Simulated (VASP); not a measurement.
Zn: relaxation of cell and atoms with PBEsol

Zn:

```xyz
2
Lattice="2.6700 0.0000 0.0000 -1.3350 2.3123 0.0000 0.0000 0.0000 4.9660" Properties=species:S:1:pos:R:3 pbc="T T T"
Zn    1.3350    0.7708    3.7245
Zn    0.0000    1.5415    1.2415
```

```yaml
Program: VASP 6.6.1
Task: relaxation of cell and atoms
Functional: PBEsol
Potentials_or_basis: VASP PAW PBE potentials, release 64 (Zn)
Cutoff: 600 eV
k_mesh: 11 × 11 × 6
Occupations: fermi-dirac, width 0.05 eV
Spin: no spin polarisation
Target_pressure: 10 GPa
Dipole_correction: no
Further_INCAR_settings: ALGO = Fast; EDIFF = 1e-06; IBRION = 2; EDIFFG = -0.01; NSW = 60; ISIF = 3
```

- Relaxed volume: 12.88 Å³/atom
- Relaxed cell: a = 2.619 Å, b = 2.619 Å, c = 4.336 Å, α = 90.00°, β = 90.00°, γ = 120.00°
- Space group after relaxing (to 0.05 Å): P6_3/mmc (No. 194)
- Energy change on relaxing (the enthalpy is what falls): -1.0 meV/atom
- Ionic steps: 17
- Pressure after relaxing: 10.1 GPa
- Band gap on the k mesh: zero (band 12 reaches 5.75 eV, above the bottom of band 13 at 2.89 eV)

Stress tensor (GPa, compression positive):
```
10.09  0.00  0.00
 0.00 10.09  0.00
 0.00  0.00 10.00
```

The path:
```csv
step,energy change (eV),largest force (eV/Å),pressure (GPa),volume (Å³)
1,0.0000,0.0000,-4.73,30.66
2,0.1506,0.0000,18.05,24.82
3,0.0348,0.0000,10.41,26.13
4,0.0287,0.0000,9.83,26.23
5,0.0189,0.0000,9.98,26.03
6,0.0251,0.0000,11.90,25.36
7,-0.0226,0.0000,7.92,26.15
8,0.0015,0.0000,9.55,25.70
9,0.0055,0.0000,10.39,25.64
10,0.0037,0.0000,10.47,25.67
11,0.0026,0.0000,10.31,25.68
12,0.0020,0.0000,10.20,25.69
13,0.0005,0.0000,10.45,25.72
14,-0.0012,0.0000,9.84,25.74
15,0.0002,0.0000,9.51,25.72
16,0.0005,0.0000,10.08,25.72
17,-0.0020,0.0000,10.06,25.76
```

Final structure:
```
Zn
1.0
     2.61891    0.00000    0.00000
    -1.30945    2.26804    0.00000
     0.00000    0.00000    4.33624
Zn
2
Direct
  0.66667 0.33333 0.75000
  0.33333 0.66667 0.25000
```

Levels at points of the mesh, in eV from the Fermi level:
| k point | band 8 | band 9 | band 10 | band 11 | band 12 | band 13 | band 14 | band 15 | band 16 |
| --- | --- | --- | --- | --- | --- | --- | --- | --- | --- |
| (0.00, 0.00, 0.00) | -8.07 | -8.07 | -7.61 | -7.61 | -4.11 | -1.62 | 16.86 | 16.86 | 18.49 |
| (0.00, 0.00, 0.50) | -8.39 | -7.76 | -7.76 | -7.76 | -7.76 | 7.50 | 7.50 | 18.66 | 18.66 |

It took 2.1 min on 1 thread of Intel(R) Xeon(R) 6975P-C (Granite Rapids), on a shared host, peak memory 0.18 GiB.

Caveat: the cell is relaxed towards a set pressure, so the enthalpy falls and the energy may rise; the volume moved by over 15 % at a fixed basis, so the end points are rough; the PAW data sets were made with another functional, which shifts forces and pressure a little.
